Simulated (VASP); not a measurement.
# Zn31S33 (a cell with a defect) in VASP: settings compared

Zn31S33 (a cell with a defect) is run at these levels: PBEsol, HSE06; tasks: single point.

Everything below comes from runs of VASP 6.6.1. Logs are shortened: lines on timing, memory, paths and dates and some standing lists are left out, and cuts for length are marked.

## Step 1: The cell of the first run

The cell holds a defect, 64 atoms: a = 10.713 Å, b = 10.713 Å, c = 10.713 Å, α = 90.00°, β = 90.00°, γ = 90.00°.

## Step 2: Single point, PBEsol, collinear spin

INCAR reads:

```
SYSTEM = Zn31S33
  PREC = Accurate
  ENCUT = 400
  EDIFF = 1E-6
  ISMEAR = -1
  SIGMA = 0.05
  LREAL = Auto
  LASPH = .TRUE.
  NELM = 200
  ALGO = Normal
  ISIF = 2
  LWAVE = .FALSE.
  LCHARG = .FALSE.
  ISPIN = 2
  MAGMOM = 0 0 0 0 0 0 0 0 0 0 0 0 0 0 0 0 0 0 0 0 0 0 0 0 0 0 0 0 0 0 0 0.2 0 0 0 0 0 0 0 0.2 0 0.2 0 0 0 0 0 0 0 0 0.2 0 0 0 0 0 0 0 0 0 0.2 0 0 0
  LORBIT = 11
  GGA = PS
  NELECT = 567.0
  ISYM = -1
  NBANDS = 327
  GGA_COMPAT = .FALSE.
  KPAR = 1
```

KPOINTS reads:

```
explicit points
1
Reciprocal
  0.25000000   0.25000000   0.25000000 1
```

POSCAR reads:

```
Zn31S33
1.0
   10.7125360000      0.0000000000      0.0000000000
    0.0000000000     10.7125360000      0.0000000000
    0.0000000000      0.0000000000     10.7125360000
Zn S
31 33
Direct
    0.0001710000      0.9998840000      0.0003010000
    0.9997230000      0.9992640000      0.5002640000
    0.9994680000      0.4996690000      0.9996110000
    0.0020090000      0.5001760000      0.5005480000
    0.4999970000      0.9990010000      0.9996090000
    0.5003970000      0.0018820000      0.5005190000
    0.5003700000      0.5001700000      0.0022520000
    0.2503740000      0.2499800000      0.0019690000
    0.2487710000      0.2485140000      0.4987700000
    0.2482490000      0.7514420000      0.0011450000
    0.2449100000      0.7555030000      0.5042480000
    0.7516840000      0.2479910000      0.0011400000
    0.7557680000      0.2446680000      0.5040000000
    0.7502010000      0.7499060000      0.0001860000
    0.7564470000      0.7561410000      0.4881300000
    0.2501610000      0.0017310000      0.2502560000
    0.2484980000      0.0006220000      0.7517870000
    0.2484030000      0.4982490000      0.2486550000
    0.2449390000      0.5041190000      0.7559470000
    0.7516660000      0.0004830000      0.2485440000
    0.7502430000      0.9998210000      0.7502900000
    0.7555090000      0.5035680000      0.2452870000
    0.7564710000      0.4877020000      0.7566340000
    0.0019230000      0.2497870000      0.2502770000
    0.0009310000      0.2482060000      0.7517620000
    0.0008070000      0.7513930000      0.2485100000
    0.0000110000      0.7499730000      0.7503370000
    0.4989010000      0.2482390000      0.2487000000
    0.5043660000      0.2447180000      0.7558700000
    0.5040540000      0.7551300000      0.2453300000
    0.4881110000      0.7560950000      0.7565030000
    0.5020140000      0.5022460000      0.5030160000
    0.1249630000      0.1247050000      0.1248420000
    0.1249640000      0.1246870000      0.6251420000
    0.1246300000      0.6247070000      0.1248170000
    0.1246500000      0.6251260000      0.6253810000
    0.6249980000      0.1242580000      0.1247410000
    0.6253430000      0.1245150000      0.6253240000
    0.6253590000      0.6250600000      0.1248530000
    0.6156770000      0.6157040000      0.6162930000
    0.3756090000      0.3752720000      0.1261760000
    0.3716190000      0.3715190000      0.6356250000
    0.3737780000      0.8757070000      0.1246850000
    0.3739500000      0.8774230000      0.6242100000
    0.8761280000      0.3734820000      0.1245100000
    0.8776290000      0.3736470000      0.6241830000
    0.8746090000      0.8743660000      0.1238540000
    0.8726350000      0.8724090000      0.6248490000
    0.3755340000      0.1258030000      0.3756290000
    0.3738650000      0.1242170000      0.8761050000
    0.3709450000      0.6350210000      0.3715430000
    0.3738480000      0.6240380000      0.8778940000
    0.8762240000      0.1239960000      0.3738140000
    0.8746650000      0.1236370000      0.8746370000
    0.8776110000      0.6238960000      0.3739090000
    0.8726110000      0.6246270000      0.8726620000
    0.1259000000      0.3752440000      0.3757010000
    0.1245240000      0.3735470000      0.8761280000
    0.1244520000      0.8758530000      0.3737860000
    0.1238450000      0.8744310000      0.8746350000
    0.6358590000      0.3703160000      0.3709910000
    0.6241860000      0.3736560000      0.8779060000
    0.6240950000      0.8773650000      0.3740380000
    0.6248940000      0.8723360000      0.8726180000
```

Potentials or basis: VASP PAW PBE potentials, release 64 (Zn, S).

Command:

```console
$ cat potpaw_PBE.64/Zn/POTCAR potpaw_PBE.64/S/POTCAR > POTCAR
$ mpirun -np 4 vasp_std > vasp.out
```

OUTCAR:

```text
SYSTEM = Zn31S33
   PREC = Accurate
   ENCUT = 400
   EDIFF = 1E-6
   ISMEAR = -1
   LREAL = Auto
   LASPH = .TRUE.
   NELM = 200
   ISIF = 2
   ISPIN = 2
   LORBIT = 11
   GGA = PS
   NELECT = 567.0
   ISYM = -1

 ion  position               nearest neighbor table
   1  0.000  1.000  0.000-  33 2.31  47 2.32  60 2.32  54 2.32
   2  1.000  0.999  0.500-  59 2.32  53 2.32  34 2.32  48 2.34
   3  0.999  0.500  1.000-  45 2.32  58 2.32  35 2.32  56 2.34
   4  0.002  0.500  0.501-  36 2.30  57 2.31  46 2.32  55 2.32
   5  0.500  0.999  1.000-  43 2.32  50 2.32  37 2.32  64 2.34
   6  0.500  0.002  0.501-  38 2.30  49 2.31  44 2.32  63 2.32
[... 56 lines left out ...]
  63  0.624  0.877  0.374-  15 2.28  30 2.30   6 2.32  20 2.33
  64  0.625  0.872  0.873-  31 2.29  21 2.32  14 2.32   5 2.34

IMPORTANT INFORMATION: All symmetrisations will be switched off!
NOSYMM: (Re-)initialisation of all symmetry stuff for point group C_1.

----------------------------------------------------------------------------------------

                                     Primitive cell

  volume of cell :    1229.3538

  direct lattice vectors                    reciprocal lattice vectors
    10.712536000  0.000000000  0.000000000     0.093348578  0.000000000  0.000000000
     0.000000000 10.712536000  0.000000000     0.000000000  0.093348578  0.000000000
     0.000000000  0.000000000 10.712536000     0.000000000  0.000000000  0.093348578

  length of vectors
    10.712536000 10.712536000 10.712536000     0.093348578  0.093348578  0.093348578

  position of ions in fractional coordinates (direct lattice)
     0.000171000  0.999884000  0.000301000
     0.999723000  0.999264000  0.500264000
     0.999468000  0.499669000  0.999611000
     0.002009000  0.500176000  0.500548000
     0.499997000  0.999001000  0.999609000
     0.500397000  0.001882000  0.500519000
[... 56 lines left out ...]
     0.624095000  0.877365000  0.374038000
     0.624894000  0.872336000  0.872618000

  ion indices of the primitive-cell ions
   primitive index   ion index
                 1           1
                 2           2
                 3           3
                 4           4
                 5           5
                 6           6
[... 56 lines left out ...]
                63          63
                64          64

----------------------------------------------------------------------------------------

 KPOINTS: explicit points

Read explicit list of k-points.

 Found      1 k-points:

 Following reciprocal coordinates:
            Coordinates               Weight
  0.250000  0.250000  0.250000      1.000000
   k-points           NKPTS =      1   k-points in BZ     NKDIM =      1   number of bands    NBANDS=    328
   number of dos      NEDOS =    301   number of ions     NIONS =     64
   total plane-waves  NPLWV = 343000
[... 60 lines left out ...]

  energy without entropy =     -249.34145022  energy(sigma->0) =     -249.39924546

 E-fermi :   2.1806     XC(G=0):  -9.9310

 val. band max:        2.1253300755   @ k =   0.2500   0.2500   0.2500
 cond. band min:       3.1637552465   @ k =   0.2500   0.2500   0.2500
 fundamental gap:      1.0384251710
 Fermi energy:         2.1806101611

 spin component 1

 k-point     1 :       0.2500    0.2500    0.2500
  band No.  band energies     occupation
      1     -13.5835      1.00000
      2     -10.9124      1.00000
      3     -10.6743      1.00000
      4     -10.6607      1.00000
      5     -10.6504      1.00000
      6     -10.4547      1.00000
[... 287 lines left out ...]
    294       6.2900      0.00000
    295       6.3046      0.00000
 Fermi energy:         2.1806101611

 spin component 2

 k-point     1 :       0.2500    0.2500    0.2500
  band No.  band energies     occupation
      1     -13.5835      1.00000
      2     -10.9124      1.00000
      3     -10.6743      1.00000
      4     -10.6607      1.00000
      5     -10.6504      1.00000
      6     -10.4547      1.00000
[... 287 lines left out ...]
    294       6.2900      0.00000
    295       6.3046      0.00000
 [bands above 295 left out]

------------------------ aborting loop because EDIFF is reached ----------------------------------------

  FORCE on cell =-STRESS in cart. coord.  units (eV):
  Direction    XX          YY          ZZ          XY          YZ          ZX
  --------------------------------------------------------------------------------------
  -------------------------------------------------------------------------------------
  Total      -23.5818596    -23.5789678    -23.5633058     -2.5515960     -2.4507259     -2.6548238
  in kB      -30.7334807    -30.7297119    -30.7093002     -3.3254132     -3.1939524     -3.4599467
  external PRESSURE =     -30.7241643 kB  Pullay stress =       0.0000000 kB

 VOLUME and BASIS-vectors are now :
 -----------------------------------------------------------------------------
  energy-cutoff  :      400.00
  volume of cell :     1229.35
      direct lattice vectors                 reciprocal lattice vectors
    10.712536000  0.000000000  0.000000000     0.093348578  0.000000000  0.000000000
     0.000000000 10.712536000  0.000000000     0.000000000  0.093348578  0.000000000
     0.000000000  0.000000000 10.712536000     0.000000000  0.000000000  0.093348578

 POSITION                                       TOTAL-FORCE (eV/Angst)
 -----------------------------------------------------------------------------------
      0.00183     10.71129      0.00322         0.010354      0.016507      0.003861
     10.70957     10.70465      5.35910         0.006503      0.012475     -0.009572
     10.70684      5.35272     10.70837         0.007719      0.001894      0.002452
      0.02152      5.35815      5.36214        -0.000402      0.009602      0.003125
      5.35624     10.70183     10.70835        -0.002955      0.013636      0.004185
      5.36052      0.02016      5.36183         0.006384      0.000557      0.003810
[... 56 lines left out ...]
      6.68564      9.39880      4.00690        -0.007434     -0.005551      0.000952
      6.69420      9.34493      9.34795        -0.005119     -0.008497     -0.001823
 -----------------------------------------------------------------------------------
    total drift:                               -0.003797      0.003699     -0.010758

  FREE ENERGIE OF THE ION-ELECTRON SYSTEM (eV)
  ---------------------------------------------------
  free  energy   TOTEN  =      -249.4570406980 eV

  energy  without entropy=     -249.3414502247  energy(sigma->0) =     -249.39924546

 total charge

# of ion       s       p       d       tot
------------------------------------------
    1        0.529   0.500   9.795  10.824
    2        0.528   0.491   9.792  10.812
    3        0.528   0.491   9.792  10.812
    4        0.530   0.504   9.795  10.830
    5        0.528   0.491   9.792  10.812
    6        0.531   0.504   9.795  10.830
[... 56 lines left out ...]
   63        1.309   2.409   0.000   3.718
   64        1.310   2.398   0.000   3.708
--------------------------------------------------
tot         59.972  93.924 303.603 457.499

 magnetization (x)

# of ion       s       p       d       tot
------------------------------------------
    1       -0.000  -0.000   0.000  -0.000
    2        0.000   0.000   0.000   0.000
    3        0.000   0.000   0.000   0.000
    4        0.000   0.000   0.000   0.000
    5       -0.000   0.000   0.000  -0.000
    6        0.000   0.000   0.000   0.000
[... 56 lines left out ...]
   63       -0.000  -0.000   0.000  -0.000
   64       -0.000  -0.000   0.000  -0.000
--------------------------------------------------
tot         -0.000   0.000   0.000   0.000
```

Wall time 3.6 min (4 MPI ranks of Intel Xeon 6975P-C (Granite Rapids), shared host); peak memory 0.44 GiB.

What came out:

```yaml
Free_energy: -249.4570 eV
Largest_force: 0.106 eV/Å
Net_moment: 0.00 μB per cell
Valence_electrons_inside_the_program's_atomic_spheres: Zn 10.82, 10.81, 10.83, 10.84 (each value once); S 3.43, 3.71, 3.72, 3.62, 3.64, 3.65 (each value once)
```

Forces in eV/Å, atoms in the order of the input:
```
Zn   0.010  0.017  0.004
Zn   0.007  0.012 -0.010
Zn   0.008  0.002  0.002
Zn   0.000  0.010  0.003
Zn  -0.003  0.014  0.004
Zn   0.006  0.001  0.004
Zn   0.008  0.010  0.002
Zn   0.000  0.005  0.003
Zn   0.002  0.002 -0.006
Zn   0.006  0.012  0.000
Zn   0.004  0.010 -0.005
Zn   0.008  0.007 -0.001
Zn   0.009  0.002 -0.004
Zn   0.003  0.008 -0.001
Zn   0.011  0.014 -0.010
Zn   0.005  0.003  0.003
Zn   0.003  0.006  0.004
Zn   0.005 -0.002  0.002
Zn  -0.002  0.000  0.005
Zn   0.006  0.008  0.001
Zn   0.004  0.006  0.002
Zn   0.009 -0.003 -0.003
Zn   0.012 -0.008  0.008
Zn   0.002  0.008  0.001
Zn   0.002  0.006  0.004
Zn   0.006  0.010  0.002
Zn   0.003  0.009  0.001
Zn  -0.004  0.004  0.002
Zn   0.000  0.001  0.007
Zn  -0.004  0.012  0.001
Zn  -0.011  0.016  0.012
S    0.042  0.035  0.039
S   -0.004 -0.009 -0.002
S   -0.003 -0.007 -0.005
S   -0.001 -0.006  0.003
S   -0.002 -0.006  0.001
S   -0.004 -0.006 -0.001
S    0.001 -0.006  0.002
S   -0.005 -0.009  0.002
S   -0.062 -0.062 -0.060
S   -0.006 -0.008 -0.004
S    0.001  0.006  0.000
S   -0.005 -0.006 -0.005
S   -0.003 -0.005 -0.001
S   -0.005 -0.007 -0.003
S   -0.003 -0.005  0.000
S   -0.005 -0.011 -0.002
S   -0.005 -0.009  0.003
S   -0.004 -0.005 -0.005
S   -0.001 -0.007 -0.003
S    0.009  0.013  0.007
S    0.003 -0.008  0.000
S   -0.003 -0.010  0.000
S   -0.007 -0.010 -0.002
S   -0.004 -0.012  0.006
S   -0.005 -0.009 -0.001
S   -0.003 -0.006 -0.005
S   -0.004 -0.004 -0.003
S   -0.007 -0.005 -0.001
S   -0.005 -0.012  0.000
S    0.003  0.011  0.004
S   -0.004 -0.001  0.000
S   -0.007 -0.006  0.001
S   -0.005 -0.008 -0.002
```

Levels at points of the mesh, in eV from the Fermi level:
Spin up:
| k point | band 281 | band 282 | band 283 | band 284 | band 285 | band 286 | band 287 | band 288 |
| --- | --- | --- | --- | --- | --- | --- | --- | --- |
| (0.25, 0.25, 0.25) | -0.37 | -0.27 | -0.06 | -0.06 | 0.98 | 1.02 | 1.94 | 3.16 |
Spin down:
| k point | band 280 | band 281 | band 282 | band 283 | band 284 | band 285 | band 286 | band 287 | band 288 | band 289 |
| --- | --- | --- | --- | --- | --- | --- | --- | --- | --- | --- |
| (0.25, 0.25, 0.25) | -0.42 | -0.37 | -0.27 | -0.06 | -0.06 | 0.98 | 1.02 | 1.94 | 3.16 | 3.60 |

Caveat: the cell carries a net charge on a neutralising background, which shifts energy and pressure; the cell is charged against a uniform background, so pressure and absolute levels hang on convention; the PAW data sets were made with another functional, which shifts forces and pressure a little.

(Part 1 of 2 ends here.)
